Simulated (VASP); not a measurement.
Crystal: AlNi.

```
Al Ni
1.0
     2.88100    0.00000    0.00000
     0.00000    2.88100    0.00000
     0.00000    0.00000    2.88100
Al Ni
1 1
Direct
  0.00000 0.00000 0.00000
  0.50000 0.50000 0.50000
```

Base run:

```yaml
Program: VASP 6.6.1
Functional: revPBE
Potentials_or_basis: VASP PAW PBE potentials, release 64 (Al, Ni)
Cutoff: 520 eV
k_mesh: 10 × 10 × 10
Occupations: fermi-dirac, width 0.1 eV
Spin: collinear spin, ferromagnetic start
Starting_moments: "[0.0, 1.0] μB"
```

Its results: pressure 4.8 GPa; net moment 0.00 μB per cell.

Q: After a change of settings the same cell gave: pressure 7.0 GPa; net moment 0.00 μB per cell. Which change was it?
A. functional from revPBE to PBEsol; further incar settings from ALGO = Normal; EDIFF = 1e-06; NBANDS = 18 to ALGO = Normal; EDIFF = 1e-07; NBANDS = 18
B. functional from revPBE to RPBE; further incar settings from ALGO = Normal; EDIFF = 1e-06; NBANDS = 18 to ALGO = Normal; EDIFF = 1e-07; NBANDS = 18
C. functional from revPBE to BLYP

A: C.

Caveats: the PAW data sets were made with another functional, which shifts forces and pressure a little.
